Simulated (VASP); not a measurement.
## LaSn4Bi2I: single point with PBE

Crystal: LaSn4Bi2I.

```
CELL_PARAMETERS angstrom
4.55969 0.00000 0.00000
0.00000 4.55969 0.00000
0.00000 0.00000 11.00434
ATOMIC_POSITIONS crystal
La 0.00000 0.00000 0.00000
Bi 0.50000 0.50000 0.73440
Bi 0.50000 0.50000 0.26560
Sn 0.50000 0.00000 0.84700
Sn 0.00000 0.50000 0.84700
Sn 0.50000 0.00000 0.15300
Sn 0.00000 0.50000 0.15300
I 0.00000 0.00000 0.50000
```

- Program: VASP 6.6.1
- Task: single point
- Functional: PBE
- Potentials or basis: VASP PAW PBE potentials, release 64 (La, Bi_d, Sn_d, I)
- Cutoff: 500 eV
- k mesh: 8 × 8 × 3
- Occupations: fermi-dirac, width 0.1 eV
- Spin: no spin polarisation

```yaml
Pressure: 32.9 GPa
Largest_force: 8.022 eV/Å
Band_gap_on_the_k_mesh: zero (bands 52 and 53 overlap by 0.41 eV)
```

Forces in eV/Å, atoms in the order of the input:
```
La   0.000  0.000  0.000
Bi   0.000  0.000 -8.022
Bi   0.000  0.000  8.022
Sn   0.000  0.000  0.761
Sn   0.000  0.000  0.761
Sn   0.000  0.000 -0.761
Sn   0.000  0.000 -0.761
I    0.000  0.000  0.000
```

Stress tensor (GPa, compression positive):
```
35.93  0.00  0.00
 0.00 35.93  0.00
 0.00  0.00 26.85
```

Levels at points of the mesh, in eV from the Fermi level:
| k point | band 49 | band 50 | band 51 | band 52 | band 53 | band 54 | band 55 | band 56 |
| --- | --- | --- | --- | --- | --- | --- | --- | --- |
| (0.00, 0.00, 0.00) | -0.77 | -0.77 | -0.49 | -0.06 | -0.06 | 0.59 | 1.78 | 1.87 |
| (0.50, 0.00, 0.00) | -1.14 | -0.77 | -0.69 | 0.09 | 0.17 | 0.31 | 0.89 | 1.11 |
| (0.50, 0.50, 0.00) | -1.83 | -1.19 | -1.19 | -0.95 | 0.44 | 1.26 | 2.48 | 2.68 |

Wall time 9.3 min on 1 thread of Intel(R) Xeon(R) Platinum 8375C CPU @ 2.90GHz (Ice Lake) (shared host), peak memory 0.58 GiB.

Caveat: the stress differs along the axes, from 27 to 36 GPa; spin-orbit coupling is left out, which moves the levels of the heavy elements; forces of over 1 eV/Å act on the atoms, so gaps and moduli don't describe the material at rest.
